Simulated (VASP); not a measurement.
# Ce (Cmcm) in VASP: single point with PBE

Aim: the single point of Ce with PBE.

Program: VASP 6.6.1. These are calculated values, not measurements. Logs are shortened: lines on timing, memory, paths and dates and some standing lists are left out, and cuts for length are marked.

### 1 The cell of the first run

The structure is orthorhombic, space group Cmcm (No. 63). The conventional cell has a = 3.094 Å, b = 6.007 Å, c = 5.246 Å, α = 90.00°, β = 90.00°, γ = 90.00°. Ce (site symmetry m2m) has 12 Ce at 2.89 to 3.53 Å within 3.8 Å.

### 2 Single point, PBE

The input, INCAR:

```
SYSTEM = Ce
PREC = Accurate
ENCUT = 520
EDIFF = 1E-6
ISMEAR = 1
SIGMA = 0.1412
LREAL = .False.
LASPH = .True.
NELM = 60
ALGO = Normal
ISIF = 2
LWAVE = .False.
LCHARG = .False.
GGA = PE
NBANDS = 19
```

The input, KPOINTS:

```
regular mesh
0
Gamma
  8 8 5
  0 0 0
```

The input, POSCAR:

```
Ce
1.0
    1.5470000000      3.0035000000      0.0000000000
    1.5470000000     -3.0035000000      0.0000000000
    0.0000000000      0.0000000000     -5.2460000000
Ce
2
Direct
    0.1008775965      0.8991224035      0.7500000000
    0.8991224035      0.1008775965      0.2500000000
```

Potentials or basis: VASP PAW PBE potentials, release 64 (Ce).

The run is started by

```bash
$ cat potpaw_PBE.64/Ce/POTCAR > POTCAR
$ mpirun -np 1 vasp_std > vasp.out
```

OUTCAR:

```text
SYSTEM = Ce
   PREC = Accurate
   ENCUT = 520
   EDIFF = 1E-6
   ISMEAR = 1
   LREAL = .False.
   LASPH = .True.
   NELM = 60
   ISIF = 2
   GGA = PE

 ion  position               nearest neighbor table
   1  0.101  0.899  0.750-   2 2.89   2 2.89
   2  0.899  0.101  0.250-   1 2.89   1 2.89

  LATTYP: Found a base centered orthorhombic cell.
 ALAT       =     3.0940000000
 B/A-ratio  =     1.9414996768
 C/A-ratio  =     1.6955397544

  Lattice vectors:

 A1 = (   1.5470000000,   3.0035000000,   0.0000000000)
 A2 = (   1.5470000000,  -3.0035000000,   0.0000000000)
 A3 = (   0.0000000000,   0.0000000000,  -5.2460000000)

Analysis of symmetry for initial positions (statically):
=====================================================================
 Subroutine PRICEL returns:
 Original cell was already a primitive cell.

 Routine SETGRP: Setting up the symmetry group for a
 base centered orthorhombic supercell.

 Subroutine GETGRP returns: Found  8 space group operations
 (whereof  4 operations were pure point group operations)
 out of a pool of  8 trial point group operations.

The static configuration has the point symmetry C_2h.
 The point group associated with its full space group is D_2h.

Analysis of symmetry for dynamics (positions and initial velocities):
=====================================================================
 Subroutine PRICEL returns:
 Original cell was already a primitive cell.

 Routine SETGRP: Setting up the symmetry group for a
 base centered orthorhombic supercell.

 Subroutine GETGRP returns: Found  8 space group operations
 (whereof  4 operations were pure point group operations)
 out of a pool of  8 trial point group operations.

The dynamic configuration has the point symmetry C_2h.
 The point group associated with its full space group is D_2h.

 Subroutine INISYM returns: Found  8 space group operations
 (whereof  4 operations are pure point group operations),
 and found     1 'primitive' translations

----------------------------------------------------------------------------------------

                                     Primitive cell

  volume of cell :      48.7502

  direct lattice vectors                    reciprocal lattice vectors
     1.547000000  3.003500000  0.000000000     0.323206206  0.166472449  0.000000000
     1.547000000 -3.003500000  0.000000000     0.323206206 -0.166472449  0.000000000
     0.000000000  0.000000000 -5.246000000     0.000000000  0.000000000 -0.190621426

  length of vectors
     3.378493932  3.378493932  5.246000000     0.363559249  0.363559249  0.190621426
[... 75 lines left out ...]
   ISPIN  =      1    spin polarized calculation?
   LNONCOLLINEAR =      F non collinear calculations
   LSORBIT =      F    spin-orbit coupling
   LASPH  =      T    aspherical Exc in radial PAW
   ENCUT  =  520.0 eV  38.22 Ry    6.18 a.u.   6.28  6.28  9.75*2*pi/ulx,y,z
   NELM   =     60;   NELMIN=  2; NELMDL= -5     # of ELM steps
   EDIFF  = 0.1E-05   stopping-criterion for ELM
   LREAL  =      F    real-space projection
   EDIFFG = 0.1E-04   stopping-criterion for IOM
   NSW    =      0    number of steps for IOM
   IBRION =     -1    ionic relax: 0-MD 1-quasi-New 2-CG
   NFREE  =      0    steps in history (QN), initial steepest desc. (CG)
   ISIF   =      2    stress and relaxation
   ISYM   =      2    0-nonsym 1-usesym 2-fastsym
   POTIM  = 0.5000    time-step for ionic-motion
   TEBEG  =    0.0;   TEEND  =   0.0 temperature during run
   PSTRESS=    0.0 pullay stress
   NELECT =      24.0000    total number of electrons
   NUPDOWN=      -1.0000    fix difference up-down
   EMIN   =  10.00;   EMAX   =-10.00  energy-range for DOS
   EFERMI =   0.00;   METHOD = LEGACY
   ISMEAR =     1;   SIGMA  =   0.14  broadening in eV -4-tet -1-fermi 0-gaus
   EFERMI_NEDOS =   21; number of points for ismear=-14 and -15
   IALGO  =     38    algorithm
   IMIX   =      4    mixing-type and parameters
     AMIX     =   0.40;   BMIX     =  1.00
     AMIX_MAG =   1.60;   BMIX_MAG =  1.00
  volume/ion in A,a.u.               =      24.38       164.49
  Fermi-wavevector in a.u.,A,eV,Ry     =   1.292667  2.442786 22.735155  1.670987
  Thomas-Fermi vector in A             =   2.424360
   LORBIT       =      0    0 simple, 1 ext, 2 COOP (PROOUT), +10 PAW based schemes
   GGA     = PE    functional components
   LHFCALC =     F    Hartree Fock is set to
   AEXX    =    0.0000 exact exchange contribution
   IVDW    =     0    specifies the selected vdW correction
   LEPSILON=     F    determine dielectric tensor
   LRPA    =     F    only Hartree local field effects (RPA)
 non-spin polarized calculation
 Methfessel and Paxton  Order N= 1 SIGMA  =   0.14
  energy-cutoff  :      520.00
  volume of cell :       48.75
 maximum number of plane-waves:      1328
 NGX is ok and might be reduce to    28
   NGX = 13   NGY = 13   NGZ = 19

 number of electron      24.0000000 magnetization

 Free energy of the ion-electron system (eV)
  ---------------------------------------------------
  ext. energy  EPLUGINS =         0.00000000
  ---------------------------------------------------
  free energy    TOTEN  =       -11.74240498 eV

  energy without entropy =      -11.74137077  energy(sigma->0) =      -11.74206024

 E-fermi :  10.1874     XC(G=0): -11.6886

 val. band max:       10.1839644489   @ k =   0.5000   0.2500   0.0000
 cond. band min:      10.1902581286   @ k =   0.1250   0.1250   0.2000
 fundamental gap:      0.0062936798
 Fermi energy:        10.1873526612

 k-point     1 :       0.0000    0.0000    0.0000
  band No.  band energies     occupation
      1     -24.7111      2.00000
      2     -23.8083      2.00000
      3      -9.2440      2.00000
      4      -6.2013      2.00000
      5      -5.5724      2.00000
      6      -5.4856      2.00000
[... 505 lines left out ...]
      6      -6.3783      2.00000
[... 11 lines left out ...]
     18      10.9984     -0.00000
     19      11.0353     -0.00000

 [... further k-points ...]
[... 5 lines left out ...]
  --------------------------------------------------------------------------------------
  -------------------------------------------------------------------------------------
  Total        0.7866749      1.1131160      0.6711315      0.0000000      0.0000000      0.0000000
  in kB       25.8541120     36.5826180     22.0567721      0.0000000      0.0000000      0.0000000
  external PRESSURE =      28.1645007 kB  Pullay stress =       0.0000000 kB

 VOLUME and BASIS-vectors are now :
 -----------------------------------------------------------------------------
  energy-cutoff  :      520.00
  volume of cell :       48.75
      direct lattice vectors                 reciprocal lattice vectors
     1.547000000  3.003500000  0.000000000     0.323206206  0.166472449  0.000000000
     1.547000000 -3.003500000  0.000000000     0.323206206 -0.166472449  0.000000000
     0.000000000  0.000000000 -5.246000000     0.000000000  0.000000000 -0.190621426

 POSITION                                       TOTAL-FORCE (eV/Angst)
 -----------------------------------------------------------------------------------
      1.54700     -2.39753     -3.93450         0.000000     -0.005211      0.000000
      1.54700      2.39753     -1.31150         0.000000      0.005211     -0.000000
 -----------------------------------------------------------------------------------
    total drift:                                0.000000     -0.000000     -0.000000

  FREE ENERGIE OF THE ION-ELECTRON SYSTEM (eV)
  ---------------------------------------------------
  free  energy   TOTEN  =       -11.7424049803 eV

  energy  without entropy=      -11.7413707737  energy(sigma->0) =      -11.74206024
```

OSZICAR:

```text
N       E                     dE             d eps       ncg     rms          rms(c)
DAV:   1     0.242437394559E+03    0.24244E+03   -0.96965E+03  2394   0.161E+03
DAV:   2     0.232309202237E+02   -0.21921E+03   -0.21413E+03  3282   0.298E+02
DAV:   3    -0.109001092224E+02   -0.34131E+02   -0.33422E+02  3538   0.121E+02
DAV:   4    -0.129627122627E+02   -0.20626E+01   -0.20384E+01  4548   0.333E+01
DAV:   5    -0.130914734766E+02   -0.12876E+00   -0.12851E+00  3924   0.774E+00    0.182E+01
DAV:   6    -0.124606464955E+02    0.63083E+00   -0.23442E+01  3358   0.278E+01    0.650E+00
DAV:   7    -0.119989450069E+02    0.46170E+00   -0.16034E+01  4214   0.269E+01    0.843E+00
DAV:   8    -0.117194688772E+02    0.27948E+00   -0.24242E+00  4218   0.102E+01    0.468E-01
DAV:   9    -0.117371871037E+02   -0.17718E-01   -0.19237E-01  4193   0.239E+00    0.501E-01
DAV:  10    -0.117419482995E+02   -0.47612E-02   -0.37651E-02  4172   0.104E+00    0.570E-01
DAV:  11    -0.117423793807E+02   -0.43108E-03   -0.50923E-03  4268   0.402E-01    0.728E-01
DAV:  12    -0.117423862112E+02   -0.68306E-05   -0.11729E-02  4284   0.809E-01    0.995E-02
DAV:  13    -0.117424208545E+02   -0.34643E-04   -0.48064E-04  4380   0.150E-01    0.602E-02
DAV:  14    -0.117424116305E+02    0.92240E-05   -0.81164E-05  4244   0.538E-02    0.312E-02
DAV:  15    -0.117424055350E+02    0.60955E-05   -0.22961E-05  4164   0.375E-02    0.115E-02
DAV:  16    -0.117424049803E+02    0.55468E-06   -0.49988E-06  3524   0.181E-02
   1 F= -.11742405E+02 E0= -.11742060E+02  d E =-.103421E-02
```

stdout:

```text
POSCAR found type information on POSCAR Ce
 POSCAR found :  1 types and       2 ions
 scaLAPACK will be used
 LDA part: xc-table for (Slater+PW92), standard interpolation
 POSCAR, INCAR and KPOINTS ok, starting setup
 FFT: planning ... GRIDC
 FFT: planning ... GRID_SOFT
 FFT: planning ... GRID
 WAVECAR not read
 entering main loop
```

Run time: 55 s. Hardware: 1 thread of AMD EPYC 9R45 (Zen 5), shared host; peak memory 0.19 GiB.

Results:

```yaml
Free_energy: -11.7424 eV
Pressure: 2.8 GPa
Largest_force: 0.005 eV/Å
Band_gap_on_the_k_mesh: zero (band 12 reaches 10.43 eV, above the bottom of band 13 at 9.76 eV)
```

Forces in eV/Å, atoms in the order of the input:
```
Ce   0.000 -0.005  0.000
Ce   0.000  0.005  0.000
```

Stress tensor (GPa, compression positive):
```
2.59 0.00 0.00
0.00 3.66 0.00
0.00 0.00 2.21
```

Caveat: spin-orbit coupling is left out, which moves the levels of the heavy elements. Spin polarisation is off, so any magnetic state and its effect on volume and gap are missing.
